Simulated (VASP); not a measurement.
Input of a VASP 6.6.1 run:

Contents of INCAR:

```
PREC = Accurate ; ENCUT = 520
EDIFF = 1E-6 ; ISMEAR = 0
SIGMA = 0.05 ; LREAL = F
LASPH = T ; NELM = 120
ALGO = Normal ; ISIF = 2
LWAVE = F ; LCHARG = T
GGA = PS ; LELF = T
LVHAR = T ; NELECT = 112.0
NBANDS = 70 ; GGA_COMPAT = F
```

Contents of KPOINTS:

```
Automatic mesh
0
Gamma
  4 4 4
```

POSCAR

```
Zr5O9
1.0
    0.0000000000      0.0000000000      5.0643543103
   -5.0643543103     -2.5321771552      2.5321771552
    2.5321771552     -5.0643543103      2.5321771552
Zr O
5 9
Direct
    0.8000000000      0.8000000000      0.6000000000
    0.0000000000      0.0000000000      1.0000000000
    0.2000000000      0.2000000000      0.4000000000
    0.4000000000      0.4000000000      0.8000000000
    0.6000000000      0.6000000000      0.2000000000
    0.6500000000      0.9000000000      0.3000000000
    0.8500000000      0.1000000000      0.7000000000
    0.0500000000      0.3000000000      0.1000000000
    0.2500000000      0.5000000000      0.5000000000
    0.2622449262      0.2140700492      0.7614400984
    0.5500000000      0.3000000000      0.1000000000
    0.7500000000      0.5000000000      0.5000000000
    0.9500000000      0.7000000000      0.9000000000
    0.1500000000      0.9000000000      0.3000000000
```

Potentials or basis: VASP PAW PBE potentials, release 64 (Zr_sv, O).

Run with:

```bash
$ cat potpaw_PBE.64/Zr_sv/POTCAR potpaw_PBE.64/O/POTCAR > POTCAR
$ mpirun -np 1 vasp_std > vasp.out
```

Task: Estimate the largest force.

Result: 15.403 eV/Å.

Forces on the atoms (eV/Å):
```
Zr  -0.979  3.628  3.638
Zr  -2.622 -3.381 -2.637
Zr  -1.504  0.040 -0.617
Zr  -3.803 -3.125  6.376
Zr   3.336 -2.021  2.088
O   -0.110 -1.358  0.200
O    0.795  0.805  0.295
O    1.380 -4.659  0.088
O   -2.516  0.321 -0.591
O    8.255  9.912 -8.418
O   -1.004  0.154  0.737
O   -1.009 -1.520 -0.166
O   -0.542 -0.391 -0.417
O    0.323  1.594 -0.577
```

Caveat: the cell carries a net charge on a neutralising background, which shifts energy and pressure; the cell differs from its parent crystal (atoms taken out, atom 10 moved -0.167 of the way to it and -0.600 Å across, host rigid); the PAW data sets were made with another functional, which shifts forces and pressure a little.
